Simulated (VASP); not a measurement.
A run of VASP 6.6.1 is set up as follows.

Contents of POSCAR:

```
WS2
1.0
    1.5933551399      0.9199240189      6.9213685100
   -1.5933551399      0.9199240189      6.9213685100
    0.0000000000     -1.8398480379      6.9213685100
W S
1 2
Direct
    0.0006768581      0.0006768581      0.0006768581
    0.2589479512      0.2589479512      0.2589479512
    0.4090751906      0.4090751906      0.4090751906
```

Contents of INCAR.step1:

```
PREC = Accurate
ENCUT = 550
ISMEAR = 0
SIGMA = 0.02
LREAL = F
LASPH = T
NELM = 120
NBANDS = 20
GGA = PE
ALGO = Normal
EDIFF = 1E-5
LWAVE = T
LCHARG = F
GGA_COMPAT = F
```

File INCAR.step2:

```
PREC = Accurate
ENCUT = 550
EDIFF = 1E-6
ISMEAR = 0
SIGMA = 0.02
LREAL = F
LASPH = T
NELM = 120
ALGO = Normal
ISIF = 2
LWAVE = F
LCHARG = F
METAGGA = R2SCAN
LMIXTAU = T
NBANDS = 20
ISTART = 1
GGA_COMPAT = F
```

The input KPOINTS:

```
regular mesh
0
Gamma
  12 12 12
```

Potentials or basis: VASP PAW PBE potentials, release 64 (W_sv, S).

Run with:

```sh
$ cat potpaw_PBE.64/W_sv/POTCAR potpaw_PBE.64/S/POTCAR > POTCAR
$ cp INCAR.step1 INCAR
$ mpirun -np 1 vasp_std > vasp.out
$ cp INCAR.step2 INCAR
$ mpirun -np 1 vasp_std > vasp.out
```

Question: Estimate the band gap on the k mesh.

Answer: 1.52 eV (least direct gap 1.91 eV).

Question: Predict the largest force.

Answer: 0.020 eV/Å.

Question: Estimate the pressure.

Answer: -0.3 GPa.

Forces in eV/Å, atoms in the order of the input:
```
W    0.000  0.000  0.000
S    0.000  0.000 -0.020
S    0.000  0.000  0.020
```

Caveat: the PAW data sets were made with another functional, which shifts forces and pressure a little; spin-orbit coupling is left out, which moves the levels of the heavy elements. A k mesh can miss the band edges.
